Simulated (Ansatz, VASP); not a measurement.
## Two plane-wave programs on As

File INCAR:

```
PREC = Accurate
ENCUT = 520
EDIFF = 1E-6
ISMEAR = 0
SIGMA = 0.05
LREAL = False
LASPH = True
NELM = 60
ALGO = Normal
ISIF = 2
LWAVE = False
LCHARG = False
LDIPOL = True
IDIPOL = 3
DIPOL = 0.5 0.5 0.371
GGA = PE
IVDW = 12
NBANDS = 18
```

The input KPOINTS:

```
Automatic mesh
0
Gamma
  9 9 1
```

The input POSCAR:

```
As
1.0
    3.5716242768      0.0000000000      0.0000000000
   -1.7858121384      3.0931173565      0.0000000000
    0.0000000000      0.0000000000     20.2951239260
As
4
Direct
    0.3333333333      0.6666666667      0.2217281361
    0.6666666667      0.3333333333      0.2905900937
    0.6666666667      0.8333333333      0.4517125392
    1.0000000000      0.5000000000      0.5205744968
```

Input for Ansatz:

```yaml
crystal:
  lattice:
    - [3.5716243461, 0.0, 0.0]
    - [-1.7858121731, 3.0931174165, 0.0]
    - [0.0, 0.0, 20.295123953]
  atoms:
    - { symbol: As, position: [0.3333333333, 0.6666666667, 0.2217281358] }
    - { symbol: As, position: [0.6666666667, 0.3333333333, 0.290590094] }
    - { symbol: As, position: [0.6666666667, 0.8333333333, 0.4517125393] }
    - { symbol: As, position: [1.0, 0.5, 0.5205744975] }
basis:
  ecutwfc: 420
kpoints:
  mp_grid: { grid: [9, 9, 1] }
hamiltonian:
  xc: pbe
  dispersion: d3bj
scf:
  occupations: { method: gaussian, width: 0.05 }
output:
  forces: true
  eigenvalues: true
efield:
  axis: 3
  dipole_correction: true
  ramp_width: 0.04
```

Alike in both runs: task single point; functional PBE; dispersion D3(BJ); k mesh 9 × 9 × 1; occupations gaussian, width 0.05 eV; no spin polarisation.

|  | VASP | Ansatz |
| --- | --- | --- |
| version | VASP 6.6.1 | Ansatz 0.2.0 |
| potentials or method | VASP PAW PBE potentials, release 64 (As), cutoff 520 eV | scalar-relativistic, plane waves, PAW |
| valence electrons in the cell | 20 | 60 |

VASP gave:

- gap on the k mesh at the Fermi level (eV): 0.93
- least direct gap on the mesh (eV): 1.54
- rms of the force components (eV/Å): 0.049

**Question.** Which values does Ansatz return?

**Answer.** gap on the k mesh at the Fermi level (eV): 0.95; least direct gap on the mesh (eV): 1.56; rms of the force components (eV/Å): 0.014.

Atom by atom the forces differ by 0.053 eV/Å (rms over components). VASP's potentials hold 20 valence electrons a cell and Ansatz's 60, so a difference there can come from the potentials and not from the codes.
